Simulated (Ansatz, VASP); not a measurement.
# Be in VASP and in Ansatz

```
Be
1.0
     2.24244    0.00000    0.00000
    -1.12122    1.94201    0.00000
     0.00000    0.00000    3.63275
Be
2
Direct
  0.33333 0.66667 0.25000
  0.66667 0.33333 0.75000
```

Change from the starting cell: shortest bond scaled by 1, crystal datasets.

Alike in both runs: task electric field gradients; functional PBEsol; k mesh 15 × 15 × 8; occupations fermi-dirac, width 0.05 eV; no spin polarisation.

|  | VASP | Ansatz |
| --- | --- | --- |
| version | VASP 6.6.1 | Ansatz 0.2.0 |
| potentials or method | VASP PAW PBE potentials, release 64 (Be), cutoff 520 eV | all-electron PAW with datasets made for the crystal, scalar-relativistic |

|  | VASP | Ansatz | Ansatz less VASP |
| --- | --- | --- | --- |
| pressure (GPa) | -1.0 | -1.5 | -0.47 |
| traceless stress, the component that is largest in VASP (GPa) | -5.68 | -5.71 | -0.029 |
| size of Vzz on the site where it differs most (V/Å²) | 0.1 | 0.1 | -0.04 |

VASP's potentials were made for PBE, not for PBEsol. Ansatz ran all-electron here, and VASP with PAW potentials.
